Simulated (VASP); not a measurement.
A run of VASP 6.6.1 is set up as follows.

The input INCAR:

```
PREC     = Accurate       # precision mode
ENCUT    = 520            # plane-wave cutoff, eV
EDIFF    = 1E-6           # SCF threshold, eV
ISMEAR   = 0              # smearing method
SIGMA    = 0.02           # smearing width, eV
LREAL    = False          # projectors in reciprocal space
LASPH    = True           # aspherical terms in the spheres
NELM     = 100            # most SCF steps
ALGO     = Normal         # electronic algorithm
ISIF     = 2              # what is computed and relaxed
LWAVE    = False          # write WAVECAR
LCHARG   = False          # write CHGCAR
GGA      = PS             # functional
NBANDS   = 27             # bands
```

KPOINTS

```
Automatic mesh
0
Gamma
  8 8 8
```

File POSCAR:

```
KTaO3
1.0
    3.8660436127      0.0000000000      0.0000000000
    0.0000000000      3.8660436127      0.0000000000
    0.0000000000      0.0000000000      4.0292823697
K Ta O
1 1 3
Direct
    0.5000000000      0.5000000000      0.5000000000
    0.0000000000      0.0000000000      0.0000000000
    0.0000000000      0.5000000000      0.0000000000
    0.0000000000      0.0000000000      0.5000000000
    0.5000000000      0.0000000000      0.0000000000
```

Potentials or basis: VASP PAW PBE potentials, release 64 (K_sv, Ta_pv, O).

The run is started by

```sh
$ cat potpaw_PBE.64/K_sv/POTCAR potpaw_PBE.64/Ta_pv/POTCAR potpaw_PBE.64/O/POTCAR > POTCAR
$ mpirun -np 1 vasp_std > vasp.out
```

**Question.** What does it give for the band gap on the k mesh?

**Answer.** 2.14 eV, indirect (least direct gap 2.71 eV).

**Question.** What does it give for the pressure?

**Answer.** 13.0 GPa.

Stress tensor (GPa, compression positive):
```
19.16  0.00  0.00
 0.00 19.16  0.00
 0.00  0.00  0.77
```

Caveat: the cell differs from its parent crystal (biaxial strain in the a-b plane: -3.0 %, then relaxed in part); the PAW data sets were made with another functional, which shifts forces and pressure a little; spin-orbit coupling is left out, which moves the levels of the heavy elements. A k mesh can miss the band edges.
